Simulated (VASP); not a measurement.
Here is a VASP 6.6.1 calculation.

File INCAR:

```
PREC = Accurate
ENCUT = 520
EDIFF = 1E-7
ISMEAR = 0
SIGMA = 0.1
LREAL = False
LASPH = True
NELM = 150
ALGO = Normal
ISIF = 2
LWAVE = False
LCHARG = True
ISPIN = 2
MAGMOM = 3 0 0 0 0
LORBIT = 11
LMAXMIX = 4
GGA = PE
LELF = True
LVHAR = True
NBANDS = 18
```

Contents of KPOINTS:

```
regular mesh
0
Gamma
  6 6 6
```

Contents of POSCAR:

```
CoH4
1.0
    2.8770455700      0.0000000000      0.0000000000
   -1.4385227900      2.4915945500      0.0000000000
    0.0000000000      0.0000000000      3.6147193500
Co H
1 4
Direct
    0.0000000000      0.0000000000      0.5000000000
    0.5000000000      0.0000000000      0.0000000000
    0.0000000000      0.5000000000      0.0000000000
    0.5000000000      0.5000000000      0.0000000000
    0.0000000000      0.0000000000      0.0000000000
```

Potentials or basis: VASP PAW PBE potentials, release 64 (Co, H).

The run is started by

```sh
$ cat potpaw_PBE.64/Co/POTCAR potpaw_PBE.64/H/POTCAR > POTCAR
$ mpirun -np 1 vasp_std > vasp.out
```

Problem. What does it give for the site moments?

Solution. Co +1.45; H +0.01, -0.01 μB.

Problem. Predict the pressure.

Solution. -9.9 GPa.

Stress tensor (GPa, compression positive):
```
 -6.64   0.00   0.00
  0.00  -6.64   0.00
  0.00   0.00 -16.37
```

Caveat: the k points lie up to 0.42 Å⁻¹ apart.
